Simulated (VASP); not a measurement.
Input of a VASP 6.6.1 run:

The input POSCAR:

```
Os
1.0
    0.0000000000      1.9450000000      1.9450000000
    1.9450000000      0.0000000000      1.9450000000
    1.9450000000      1.9450000000      0.0000000000
Os
1
Direct
    0.0000000000      0.0000000000      0.0000000000
```

The input INCAR.step1:

```
SYSTEM = Os
  PREC = Accurate
  ENCUT = 620
  ISMEAR = -1
  SIGMA = 0.025
  LREAL = .FALSE.
  LASPH = .TRUE.
  NELM = 120
  NBANDS = 14
  GGA = PE
  ALGO = Normal
  EDIFF = 1E-5
  LWAVE = .TRUE.
  LCHARG = .FALSE.
  GGA_COMPAT = .FALSE.
```

The input INCAR.step2:

```
SYSTEM = Os
  PREC = Accurate
  ENCUT = 620
  EDIFF = 1E-6
  ISMEAR = -1
  SIGMA = 0.025
  LREAL = .FALSE.
  LASPH = .TRUE.
  NELM = 120
  ALGO = Normal
  ISIF = 2
  LWAVE = .FALSE.
  LCHARG = .TRUE.
  METAGGA = R2SCAN
  LMIXTAU = .TRUE.
  IVDW = 12
  LELF = .TRUE.
  LVHAR = .TRUE.
  VDW_S6 = 1.0
  VDW_S8 = 0.78981345
  VDW_A1 = 0.49484001
  VDW_A2 = 5.73083694
  NBANDS = 14
  ISTART = 1
  GGA_COMPAT = .FALSE.
```

KPOINTS

```
Automatic mesh
0
G
  12 12 12
  0 0 0
```

Potentials or basis: VASP PAW PBE potentials, release 64 (Os_sv_GW).

Launch:

```bash
$ cat potpaw_PBE.64/Os_sv_GW/POTCAR > POTCAR
$ cp INCAR.step1 INCAR
$ mpirun -np 1 vasp_std > vasp.out
$ cp INCAR.step2 INCAR
$ mpirun -np 1 vasp_std > vasp.out
```

Problem. What does it give for the dispersion energy per atom?

Solution. -0.292 eV.

Problem. Predict the pressure.

Solution. -21.3 GPa.

Problem. What does it give for the band gap on the k mesh?

Solution. Zero (bands 8 and 9 overlap by 3.67 eV).

Caveat: the cell stands under tension; the PAW data sets were made with another functional, which shifts forces and pressure a little; spin-orbit coupling is left out, which moves the levels of the heavy elements.
